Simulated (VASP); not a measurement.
# TaN (P1) in VASP: further runs, part 2 of 2

VASP 6.6.1.

## 3. Electric field gradients, LDA (equal xy, yz and zx shear strains of +2 %)

Contents of INCAR:

```
SYSTEM = TaN
ALGO = Normal
EDIFF = 1E-8
ENCUT = 520
GGA = CA
ISIF = 2
ISMEAR = -1
LASPH = .True.
LCHARG = .False.
LEFG = .True.
LREAL = .False.
LWAVE = .False.
NBANDS = 15
NELM = 100
PREC = Accurate
SIGMA = 0.02
```

Contents of KPOINTS:

```
k-points
0
Gamma
  12 12 10
  0 0 0
```

Contents of POSCAR:

```
TaN
1.0
    2.9379988584      0.0293799886      0.0293799886
   -1.4435556127      2.5296916534      0.0107538222
    0.0288300000      0.0288300000      2.8830000000
Ta N
1 1
Direct
    0.3333333333      0.6666666667      0.5000000000
    0.0000000000      0.0000000000      0.0000000000
```

Potentials or basis: VASP PAW LDA potentials, release 64 (Ta_pv, N).

Started as:

```
> cat potpaw_LDA.64/Ta_pv/POTCAR potpaw_LDA.64/N/POTCAR > POTCAR
> mpirun -np 1 vasp_std > vasp.out
```

OUTCAR:

```text
SYSTEM = TaN
   EDIFF = 1E-8
   ENCUT = 520
   GGA = CA
   ISIF = 2
   ISMEAR = -1
   LASPH = .True.
   LREAL = .False.
   NELM = 100
   PREC = Accurate

 ion  position               nearest neighbor table
   1  0.333  0.667  0.500-   2 2.20   2 2.21   2 2.21   2 2.22   2 2.25   2 2.27
   2  0.000  0.000  0.000-   1 2.20   1 2.21   1 2.21   1 2.22   1 2.25   1 2.27

  LATTYP: Found a triclinic cell.
 ALAT       =     5.0892721463
 B/A-ratio  =     0.5723042227
 C/A-ratio  =     0.5665423665
 COS(alpha) =     0.0074204947
 COS(beta)  =     0.0200959808
 COS(gamma) =     0.8635246262

  Lattice vectors:

 A1 = (   0.0508876330,   5.0887632954,   0.0508876330)
 A2 = (  -1.4435556127,   2.5296916534,   0.0107538222)
 A3 = (   0.0288300000,   0.0288300000,   2.8830000000)

Analysis of symmetry for initial positions (statically):
=====================================================================
 Subroutine PRICEL returns:
 Original cell was already a primitive cell.

 Routine SETGRP: Setting up the symmetry group for a
 triclinic supercell.

 Subroutine GETGRP returns: Found  1 space group operations
 (whereof  1 operations were pure point group operations)
 out of a pool of  2 trial point group operations.

The static configuration has the point symmetry C_1 .

Analysis of symmetry for dynamics (positions and initial velocities):
=====================================================================
 Subroutine PRICEL returns:
 Original cell was already a primitive cell.

 Routine SETGRP: Setting up the symmetry group for a
 triclinic supercell.

 Subroutine GETGRP returns: Found  1 space group operations
 (whereof  1 operations were pure point group operations)
 out of a pool of  2 trial point group operations.

The dynamic configuration has the point symmetry C_1 .

 Subroutine INISYM returns: Found  1 space group operations
 (whereof  1 operations are pure point group operations),
 and found     1 'primitive' translations

----------------------------------------------------------------------------------------

                                     Primitive cell

  volume of cell :      21.5451

  direct lattice vectors                    reciprocal lattice vectors
     2.937998858  0.029379989  0.029379989     0.338489099  0.193179676 -0.005316688
    -1.443555613  2.529691653  0.010753822    -0.003892086  0.393100642 -0.003892086
     0.028830000  0.028830000  2.883000000    -0.003434947 -0.003434947  0.346929608

  length of vectors
     2.938292644  2.912611940  2.883288286     0.389771118  0.393139176  0.346963615

  position of ions in fractional coordinates (direct lattice)
     0.333333333  0.666666667  0.500000000
     0.000000000  0.000000000  0.000000000

  ion indices of the primitive-cell ions
   primitive index   ion index
                 1           1
                 2           2

[... 88 lines left out ...]
   IALGO  =     38    algorithm
   IMIX   =      4    mixing-type and parameters
     AMIX     =   0.40;   BMIX     =  1.00
     AMIX_MAG =   1.60;   BMIX_MAG =  1.00
  volume/ion in A,a.u.               =      10.77        72.70
  Fermi-wavevector in a.u.,A,eV,Ry     =   1.482513  2.801543 29.903488  2.197844
  Thomas-Fermi vector in A             =   2.596290
   LORBIT       =      0    0 simple, 1 ext, 2 COOP (PROOUT), +10 PAW based schemes
   GGA     = CA    functional components
   LHFCALC =     F    Hartree Fock is set to
   AEXX    =    0.0000 exact exchange contribution
   IVDW    =     0    specifies the selected vdW correction
   LEPSILON=     F    determine dielectric tensor
   LRPA    =     F    only Hartree local field effects (RPA)
 non-spin polarized calculation
  energy-cutoff  :      520.00
  volume of cell :       21.55
 maximum number of plane-waves:       598
 NGX is ok and might be reduce to    24
   NGX = 11   NGY = 11   NGZ = 11

 number of electron      16.0000001 magnetization

 Free energy of the ion-electron system (eV)
  ---------------------------------------------------
  ext. energy  EPLUGINS =         0.00000000
  ---------------------------------------------------
  free energy    TOTEN  =       -24.68301648 eV

  energy without entropy =      -24.68292508  energy(sigma->0) =      -24.68297078

 E-fermi :   8.1376     XC(G=0): -13.5835

 val. band max:        8.1228478517   @ k =   0.0833  -0.0833   0.4000
 cond. band min:       8.1487665323   @ k =  -0.0833   0.0833   0.4000
 fundamental gap:      0.0259186806
 Fermi energy:         8.1375550211

 k-point     1 :       0.0000    0.0000    0.0000
  band No.  band energies     occupation
      1     -26.5205      2.00000
      2     -26.2747      2.00000
      3     -26.2297      2.00000
      4      -9.4277      2.00000
      5       3.4319      2.00000
      6       3.6761      2.00000
      7       3.9333      2.00000
      8       5.2373      2.00000
      9      10.4292      0.00000
     10      11.4833      0.00000
     11      11.6929      0.00000
     12      12.1496      0.00000
     13      12.2086      0.00000
     14      20.4983      0.00000
[... 401 lines left out ...]
      2     -26.6174      2.00000
      3     -26.3787      2.00000
      4      -7.0803      2.00000
      5       0.2730      2.00000
      6       3.0324      2.00000
      7       3.5231      2.00000
      8       6.4612      2.00000
      9       9.9350      0.00000
     10      10.2763      0.00000
     11      12.4732      0.00000
     12      14.6967      0.00000
     13      17.2168      0.00000
     14      20.4881      0.00000
     15      20.9933      0.00000

 [... further k-points ...]

------------------------ aborting loop because EDIFF is reached ----------------------------------------

  FORCE on cell =-STRESS in cart. coord.  units (eV):
  Direction    XX          YY          ZZ          XY          YZ          ZX
  --------------------------------------------------------------------------------------
  -------------------------------------------------------------------------------------
  Total       -1.2315483     -1.1703957     -1.3822951     -0.5595198     -0.6259479     -0.6270220
  in kB      -91.5825950    -87.0350604   -102.7927000    -41.6080133    -46.5478540    -46.6277326
  external PRESSURE =     -93.8034518 kB  Pullay stress =       0.0000000 kB

 VOLUME and BASIS-vectors are now :
 -----------------------------------------------------------------------------
  energy-cutoff  :      520.00
  volume of cell :       21.55
      direct lattice vectors                 reciprocal lattice vectors
     2.937998858  0.029379989  0.029379989     0.338489099  0.193179676 -0.005316688
    -1.443555613  2.529691653  0.010753822    -0.003892086  0.393100642 -0.003892086
     0.028830000  0.028830000  2.883000000    -0.003434947 -0.003434947  0.346929608

 POSITION                                       TOTAL-FORCE (eV/Angst)
 -----------------------------------------------------------------------------------
      0.03138      1.71067      1.45846         0.007073     -0.001776     -0.020231
      0.00000      0.00000      0.00000        -0.007073      0.001776      0.020231
 -----------------------------------------------------------------------------------
    total drift:                                0.000219      0.000062      0.000020

  FREE ENERGIE OF THE ION-ELECTRON SYSTEM (eV)
  ---------------------------------------------------
  free  energy   TOTEN  =       -24.6830164764 eV

  energy  without entropy=      -24.6829250844  energy(sigma->0) =      -24.68297078

 Electric field gradients (V/A^2)
---------------------------------------------------------------------
 ion       V_xx      V_yy      V_zz      V_xy      V_xz      V_yz
---------------------------------------------------------------------
   1      -9.002    -8.727    17.729    25.325    45.788    45.862
   2       0.007    -0.045     0.038     1.799     2.481     2.481
---------------------------------------------------------------------

 Electric field gradients after diagonalization (V/A^2)
 (convention: |V_zz| > |V_xx| > |V_yy|)
----------------------------------------------------------------------
 ion       V_xx      V_yy      V_zz     asymmetry (V_yy - V_xx)/ V_zz
----------------------------------------------------------------------
   1     -47.715   -34.190    81.905       0.165
   2      -2.707    -1.817     4.524       0.197
----------------------------------------------------------------------

           NMR quadrupolar parameters

 Cq : quadrupolar parameter    Cq=e*Q*V_zz/h
 eta: asymmetry parameters     (V_yy - V_xx)/ V_zz
 Q  : nuclear electric quadrupole moment in mb (millibarn)
----------------------------------------------------------------------
 ion       Cq(MHz)       eta       Q (mb)
----------------------------------------------------------------------
   1       0.198       0.165       1.000
   2       0.011       0.197       1.000
----------------------------------------------------------------------
```

Wall time 2.3 min (1 thread of Intel Xeon 8259CL, shared host); peak memory 0.33 GiB.

What came out:

```
Free energy                             : -24.6830 eV
Pressure                                : -9.4 GPa
Largest force                           : 0.022 eV/Å
Band gap on the k mesh                  : zero (bands 8 and 9 overlap by 0.25 eV)
Largest electric field gradient by atom : Ta +81.9; N +4.5 V/Å²
```

Forces on the atoms (eV/Å):
```
Ta   0.007 -0.002 -0.020
N   -0.007  0.002  0.020
```

Levels at points of the mesh, in eV from the Fermi level:
| k point | band 5 | band 6 | band 7 | band 8 | band 9 | band 10 | band 11 | band 12 |
| --- | --- | --- | --- | --- | --- | --- | --- | --- |
| (0.00, 0.00, 0.00) | -4.71 | -4.46 | -4.20 | -2.90 | 2.29 | 3.35 | 3.56 | 4.01 |
| (0.50, 0.00, 0.00) | -8.29 | -5.22 | -3.52 | -3.07 | 3.01 | 4.04 | 5.16 | 5.24 |
| (0.00, 0.50, 0.00) | -8.27 | -5.22 | -3.49 | -3.15 | 2.86 | 4.04 | 5.10 | 5.30 |
| (0.50, 0.50, 0.00) | -8.24 | -5.22 | -3.47 | -3.23 | 2.72 | 4.06 | 5.08 | 5.34 |
| (0.00, 0.00, 0.50) | -9.33 | -3.81 | -3.72 | -0.35 | 0.07 | 2.37 | 3.18 | 3.36 |
| (0.50, 0.00, 0.50) | -7.31 | -6.15 | -5.59 | -0.41 | 4.20 | 5.22 | 5.98 | 7.01 |
| (0.00, 0.50, 0.50) | -7.32 | -6.16 | -5.71 | -0.30 | 4.16 | 5.25 | 6.05 | 7.01 |
| (0.50, 0.50, 0.50) | -7.34 | -6.17 | -5.83 | -0.19 | 4.12 | 5.35 | 6.07 | 7.01 |

Electric field gradients, principal values (V/Å²):
```csv
atom,least,middle,greatest (by size)
1 Ta,-34.190,-47.715,81.905
2 N,-1.817,-2.707,4.524
```

Caveat: the cell differs from its parent crystal (equal xy, yz and zx shear strains of +2 %); the cell stands under tension; without QUAD_EFG the Cq values of the log hold for a quadrupole moment of 1 mb, not for the nuclei; spin-orbit coupling is left out, which moves the levels of the heavy elements.

The gap in the log of VASP goes by the Fermi energy; the results here count the filled bands.